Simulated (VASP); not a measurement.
# Ti (I4/mmm) in VASP: notebook, part 2 of 2

VASP 6.6.1.

## 3. Single point, r2SCAN (biaxial strain in the a-b plane: -2.0 %, then relaxed in part)

The input, POSCAR:

```
Ti
1.0
    3.1867539495      0.0000000000      0.0000000000
    0.0000000000      3.1867539495      0.0000000000
    0.0000000000      0.0000000000      3.4482491383
Ti
2
Direct
    0.0000000000      0.0000000000      0.0000000000
    0.5000000000      0.5000000000      0.5000000000
```

The input, INCAR.step1:

```
PREC = Accurate
ENCUT = 520
ISMEAR = 0
SIGMA = 0.1
LREAL = F
LASPH = T
NELM = 60
NBANDS = 19
GGA = PE
ALGO = Normal
EDIFF = 1E-4
LWAVE = T
LCHARG = F
```

The input, INCAR.step2:

```
PREC = Accurate
ENCUT = 520
EDIFF = 1E-7
ISMEAR = 0
SIGMA = 0.1
LREAL = F
LASPH = T
NELM = 60
ALGO = Normal
ISIF = 2
LWAVE = F
LCHARG = F
METAGGA = R2SCAN
LMIXTAU = T
NBANDS = 19
ISTART = 1
```

The input, KPOINTS:

```
Automatic mesh
0
Gamma
  16 16 16
```

Potentials or basis: VASP PAW PBE potentials, release 64 (Ti_sv).

Run with:

```
cat potpaw_PBE.64/Ti_sv/POTCAR > POTCAR
cp INCAR.step1 INCAR
mpirun -np 1 vasp_std > vasp.out
cp INCAR.step2 INCAR
mpirun -np 1 vasp_std > vasp.out
```

OUTCAR:

```text
PREC = Accurate
   ENCUT = 520
   EDIFF = 1E-7
   ISMEAR = 0
   LREAL = F
   LASPH = T
   NELM = 60
   ISIF = 2
   METAGGA = R2SCAN
   ISTART = 1

 ion  position               nearest neighbor table
   1  0.000  0.000  0.000-   2 2.84   2 2.84   2 2.84   2 2.84   2 2.84   2 2.84   2 2.84   2 2.84

   2  0.500  0.500  0.500-   1 2.84   1 2.84   1 2.84   1 2.84   1 2.84   1 2.84   1 2.84   1 2.84

  LATTYP: Found a simple tetragonal cell.
 ALAT       =     3.1867539495
 C/A-ratio  =     1.0820569121

  Lattice vectors:

 A1 = (   3.1867539495,   0.0000000000,   0.0000000000)
 A2 = (   0.0000000000,   3.1867539495,   0.0000000000)
 A3 = (   0.0000000000,   0.0000000000,   3.4482491383)

Analysis of symmetry for initial positions (statically):
=====================================================================
 Subroutine PRICEL returns following result:

  LATTYP: Found a body centered tetragonal cell.
 ALAT       =     3.1867539495
 C/A-ratio  =     1.0820569121

  Lattice vectors:

 A1 = (  -1.5933769747,  -1.5933769748,  -1.7241245692)
 A2 = (   1.5933769747,   1.5933769748,  -1.7241245692)
 A3 = (   1.5933769747,  -1.5933769747,   1.7241245692)

   2 primitive cells build up your supercell.

 Routine SETGRP: Setting up the symmetry group for a
 simple tetragonal supercell.

 Subroutine GETGRP returns: Found 16 space group operations
 (whereof 16 operations were pure point group operations)
 out of a pool of 16 trial point group operations.

The static configuration has the point symmetry D_4h.

Analysis of symmetry for dynamics (positions and initial velocities):
=====================================================================
 Subroutine PRICEL returns following result:

  LATTYP: Found a body centered tetragonal cell.
 ALAT       =     3.1867539495
 C/A-ratio  =     1.0820569121

  Lattice vectors:

 A1 = (  -1.5933769747,  -1.5933769748,  -1.7241245692)
 A2 = (   1.5933769747,   1.5933769748,  -1.7241245692)
 A3 = (   1.5933769747,  -1.5933769747,   1.7241245692)

   2 primitive cells build up your supercell.

 Routine SETGRP: Setting up the symmetry group for a
 simple tetragonal supercell.

 Subroutine GETGRP returns: Found 16 space group operations
 (whereof 16 operations were pure point group operations)
 out of a pool of 16 trial point group operations.

The dynamic configuration has the point symmetry D_4h.

 Subroutine INISYM returns: Found 16 space group operations
 (whereof 16 operations are pure point group operations),
 and found     2 'primitive' translations

----------------------------------------------------------------------------------------

                                     Primitive cell

  volume of cell :      17.5092

  direct lattice vectors                    reciprocal lattice vectors
    -1.593376975 -1.593376975 -1.724124569     0.000000000 -0.313798936 -0.290002247
     1.593376975  1.593376975 -1.724124569     0.313798936  0.000000000 -0.290002247
     1.593376975 -1.593376975  1.724124569     0.313798936 -0.313798936  0.000000000

  length of vectors
     2.837306099  2.837306099  2.837306099     0.427283367  0.427283367  0.443778712
[... 25 lines left out ...]

  Shift w.r.t. Gamma in fractional coordinates (k-lattice)
     0.000000000  0.000000000  0.000000000

 Subroutine IBZKPT returns following result:
 ===========================================

 Found    405 irreducible k-points:

 Following reciprocal coordinates:
            Coordinates               Weight
  0.000000  0.000000  0.000000      1.000000
  0.062500  0.000000  0.000000      4.000000
  0.125000  0.000000  0.000000      4.000000
  0.187500  0.000000  0.000000      4.000000
  0.250000  0.000000  0.000000      4.000000
  0.312500  0.000000  0.000000      4.000000
[... 16 lines left out ...]
  0.437500  0.125000  0.000000      8.000000
  0.500000  0.125000  0.000000      4.000000
 [... further k-points ...]
   k-points           NKPTS =    405   k-points in BZ     NKDIM =    405   number of bands    NBANDS=     19
   number of dos      NEDOS =    301   number of ions     NIONS =      2
   total plane-waves  NPLWV =  16128
   dimension x,y,z NGX =    24 NGY =   24 NGZ =   28
   dimension x,y,z NGXF=    48 NGYF=   48 NGZF=   56
   ions per type =               2
   NGX,Y,Z   is equivalent  to a cutoff of  12.52, 12.52, 13.50 a.u.
   NGXF,Y,Z  is equivalent  to a cutoff of  25.04, 25.04, 27.00 a.u.
 SYSTEM =  unknown system
   PREC   = accura    normal or accurate (medium, high low for compatibility)
   ISTART =      1    job   : 0-new  1-cont  2-samecut
   ICHARG =      0    charge: 1-file 2-atom 10-const
   ISPIN  =      1    spin polarized calculation?
   LNONCOLLINEAR =      F non collinear calculations
   LSORBIT =      F    spin-orbit coupling
   LASPH  =      T    aspherical Exc in radial PAW
   ENCUT  =  520.0 eV  38.22 Ry    6.18 a.u.   5.93  5.93  6.41*2*pi/ulx,y,z
   NELM   =     60;   NELMIN=  2; NELMDL=  0     # of ELM steps
   EDIFF  = 0.1E-06   stopping-criterion for ELM
   LREAL  =      F    real-space projection
   EDIFFG = 0.1E-05   stopping-criterion for IOM
   NSW    =      0    number of steps for IOM
   IBRION =     -1    ionic relax: 0-MD 1-quasi-New 2-CG
   NFREE  =      0    steps in history (QN), initial steepest desc. (CG)
   ISIF   =      2    stress and relaxation
   ISYM   =      2    0-nonsym 1-usesym 2-fastsym
   POTIM  = 0.5000    time-step for ionic-motion
   TEBEG  =    0.0;   TEEND  =   0.0 temperature during run
   PSTRESS=    0.0 pullay stress
   NELECT =      24.0000    total number of electrons
   NUPDOWN=      -1.0000    fix difference up-down
   EMIN   =  10.00;   EMAX   =-10.00  energy-range for DOS
   EFERMI =   0.00;   METHOD = LEGACY
   ISMEAR =     0;   SIGMA  =   0.10  broadening in eV -4-tet -1-fermi 0-gaus
   EFERMI_NEDOS =   21; number of points for ismear=-14 and -15
   IALGO  =     38    algorithm
   IMIX   =      4    mixing-type and parameters
     AMIX     =   0.40;   BMIX     =  1.00
     AMIX_MAG =   1.60;   BMIX_MAG =  1.00
  volume/ion in A,a.u.               =      17.51       118.16
  Fermi-wavevector in a.u.,A,eV,Ry     =   1.443378  2.727588 28.345553  2.083339
  Thomas-Fermi vector in A             =   2.561792
   LORBIT       =      0    0 simple, 1 ext, 2 COOP (PROOUT), +10 PAW based schemes
   METAGGA = R2SCAN    functional components
   LHFCALC =     F    Hartree Fock is set to
   AEXX    =    0.0000 exact exchange contribution
   IVDW    =     0    specifies the selected vdW correction
   LEPSILON=     F    determine dielectric tensor
   LRPA    =     F    only Hartree local field effects (RPA)
 non-spin polarized calculation
 Gauss-broadening in eV      SIGMA  =   0.10
  energy-cutoff  :      520.00
  volume of cell :       35.02
 maximum number of plane-waves:       964
 NGX is ok and might be reduce to    24
   NGX = 11   NGY = 11   NGZ = 13

 number of electron      23.9999988 magnetization

 Free energy of the ion-electron system (eV)
  ---------------------------------------------------
  ext. energy  EPLUGINS =         0.00000000
  ---------------------------------------------------
  free energy    TOTEN  =       -25.65173608 eV

  energy without entropy =      -25.62853817  energy(sigma->0) =      -25.64013713

 E-fermi :   8.0547     XC(G=0): -12.3597

 val. band max:        8.0538125751   @ k =   0.4375   0.1875   0.3750
 cond. band min:       8.0557944863   @ k =   0.3750   0.1250   0.3750
 fundamental gap:      0.0019819112
 Fermi energy:         8.0547044155

 k-point     1 :       0.0000    0.0000    0.0000
  band No.  band energies     occupation
      1     -50.9072      2.00000
      2     -50.6865      2.00000
      3     -26.2412      2.00000
      4     -26.1389      2.00000
      5     -26.1389      2.00000
      6     -25.7205      2.00000
[... 505 lines left out ...]
      6     -25.9642      2.00000
[... 11 lines left out ...]
     18      10.9749      0.00000
     19      12.0793      0.00000

 [... further k-points ...]

------------------------ aborting loop because EDIFF is reached ----------------------------------------

  FORCE on cell =-STRESS in cart. coord.  units (eV):
  Direction    XX          YY          ZZ          XY          YZ          ZX
  --------------------------------------------------------------------------------------
  -------------------------------------------------------------------------------------
  Total       -0.4808862     -0.4808862      0.0896974      0.0000000      0.0000000      0.0000000
  in kB      -22.0017478    -22.0017478      4.1038816      0.0000000      0.0000000      0.0000000
  external PRESSURE =     -13.2998713 kB  Pullay stress =       0.0000000 kB

 VOLUME and BASIS-vectors are now :
 -----------------------------------------------------------------------------
  energy-cutoff  :      520.00
  volume of cell :       35.02
      direct lattice vectors                 reciprocal lattice vectors
     3.186753949  0.000000000  0.000000000     0.313798936  0.000000000  0.000000000
     0.000000000  3.186753949  0.000000000     0.000000000  0.313798936  0.000000000
     0.000000000  0.000000000  3.448249138     0.000000000  0.000000000  0.290002247

 POSITION                                       TOTAL-FORCE (eV/Angst)
 -----------------------------------------------------------------------------------
      0.00000      0.00000      0.00000         0.000000     -0.000000      0.000000
      1.59338      1.59338      1.72412        -0.000000      0.000000     -0.000000
 -----------------------------------------------------------------------------------
    total drift:                                0.000000      0.000000     -0.000000

  FREE ENERGIE OF THE ION-ELECTRON SYSTEM (eV)
  ---------------------------------------------------
  free  energy   TOTEN  =       -25.6517360834 eV

  energy  without entropy=      -25.6285381682  energy(sigma->0) =      -25.64013713
```

OUTCAR.step1:

```text
PREC = Accurate
   ENCUT = 520
   ISMEAR = 0
   LREAL = F
   LASPH = T
[... 771 lines left out ...]
 -----------------------------------------------------------------------------------
      0.00000      0.00000      0.00000         0.000000      0.000000     -0.000000
      1.59338      1.59338      1.72412        -0.000000     -0.000000      0.000000
 -----------------------------------------------------------------------------------
    total drift:                                0.000000      0.000000     -0.000000

  FREE ENERGIE OF THE ION-ELECTRON SYSTEM (eV)
  ---------------------------------------------------
  free  energy   TOTEN  =       -15.4665552305 eV

  energy  without entropy=      -15.4418577020  energy(sigma->0) =      -15.45420647
```

Wall time 4.9 min (1 thread of Intel Xeon 6975P-C (Granite Rapids), shared host); peak memory 0.32 GiB.

Results:

```yaml
Free_energy: -25.6517 eV
Pressure: -1.3 GPa
Band_gap_on_the_k_mesh: zero (band 12 reaches 9.17 eV, above the bottom of band 13 at 7.42 eV)
```

Caveat: the cell differs from its parent crystal (biaxial strain in the a-b plane: -2.0 %, then relaxed in part); the PAW data sets were made with another functional, which shifts forces and pressure a little.
